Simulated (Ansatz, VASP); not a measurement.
**Two plane-wave programs on PbO**

Contents of INCAR:

```
SYSTEM = PbO
  ALGO = Normal
  EDIFF = 1E-8
  ENCUT = 520
  GGA = PE
  ISIF = 2
  ISMEAR = -1
  LASPH = .TRUE.
  LCHARG = .FALSE.
  LEFG = .TRUE.
  LREAL = .FALSE.
  LWAVE = .FALSE.
  NBANDS = 17
  NELM = 60
  PREC = Accurate
  SIGMA = 0.05
```

KPOINTS

```
k-points
0
G
  12 12 12
  0 0 0
```

Contents of POSCAR:

```
PbO
1.0
    0.0000000000      2.6057063822      2.6057063822
    2.6057063822      0.0000000000      2.6057063822
    2.6057063822      2.6057063822      0.0000000000
Pb O
1 1
Direct
    0.0000000000      0.0000000000      0.0000000000
    0.5000000000      0.5000000000      0.5000000000
```

Input for Ansatz:

```yaml
crystal:
  lattice:
    - [0.0, 2.6057063822, 2.6057063822]
    - [2.6057063822, 0.0, 2.6057063822]
    - [2.6057063822, 2.6057063822, 0.0]
  atoms:
    - { symbol: Pb, position: [0.0, 0.0, 0.0] }
    - { symbol: O, position: [0.5, 0.5, 0.5] }
kpoints:
  mp_grid: { grid: [12, 12, 12] }
scf:
  occupations: { method: fermi_dirac, width: 0.05 }
hamiltonian:
  xc: pbe
  pseudopotentials: { kind: paw }
output:
  forces: true
  stress: true
  eigenvalues: true
  efg: { contact_densities: true }
```

Change from the starting cell: volume scaled by 0.97, PAW files.

Alike in both runs: task electric field gradients; functional PBE; k mesh 12 × 12 × 12; occupations fermi-dirac, width 0.05 eV; no spin polarisation.

|  | VASP | Ansatz |
| --- | --- | --- |
| version | VASP 6.6.1 | Ansatz 0.2.0 |
| potentials or method | VASP PAW PBE potentials, release 64 (Pb_d, O) | PAW with Ansatz's default frozen-core files, scalar-relativistic |
| plane-wave cutoff (eV) | 520 | 420 |
| valence electrons in the cell | 20 | 20 |

```tsv
	VASP	Ansatz	Ansatz less VASP
pressure (GPa)	2.8	2.8	+0.05
```

Neither program's run includes spin-orbit coupling.
